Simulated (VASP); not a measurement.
A run of VASP 6.6.1 is set up as follows.

File INCAR:

```
PREC     = Accurate       # precision mode
ENCUT    = 520            # plane-wave cutoff, eV
EDIFF    = 1E-7           # SCF threshold, eV
ISMEAR   = -1             # smearing method
SIGMA    = 0.05           # smearing width, eV
LREAL    = F              # projectors in reciprocal space
LASPH    = T              # aspherical terms in the spheres
NELM     = 150            # most SCF steps
ALGO     = Normal         # electronic algorithm
ISIF     = 2              # what is computed and relaxed
LWAVE    = F              # write WAVECAR
LCHARG   = T              # write CHGCAR
ISPIN    = 2              # spin polarisation
MAGMOM   = 4.5 0 0 0      # initial moments
LORBIT   = 11             # projections on sites
LMAXMIX  = 4              # l up to which the mixer works
GGA      = PE             # functional
LELF     = T              # ELF
LVHAR    = T            
NBANDS   = 31             # bands
```

KPOINTS

```
Automatic mesh
0
Gamma
  3 6 6
```

POSCAR

```
MnS
1.0
    0.0000000000      5.2245000000      5.2245000000
    2.6122500000      0.0000000000      2.6122500000
    2.6122500000      2.6122500000      0.0000000000
Mn S
2 2
Direct
    0.0000000000      0.0000000000      0.0000000000
    0.5000000000      0.0000000000      0.0000000000
    0.2500000000      0.5000000000      0.5000000000
    0.7500000000      0.5000000000      0.5000000000
```

Potentials or basis: VASP PAW PBE potentials, release 64 (Mn_pv, S).

Run with:

```bash
$ cat potpaw_PBE.64/Mn_pv/POTCAR potpaw_PBE.64/S/POTCAR > POTCAR
$ mpirun -np 1 vasp_std > vasp.out
```

Task: What does it give for the site moments?

Result: Mn +4.24; S +0.10 μB.

Task: Predict the net moment.

Result: 9.35 μB per cell.
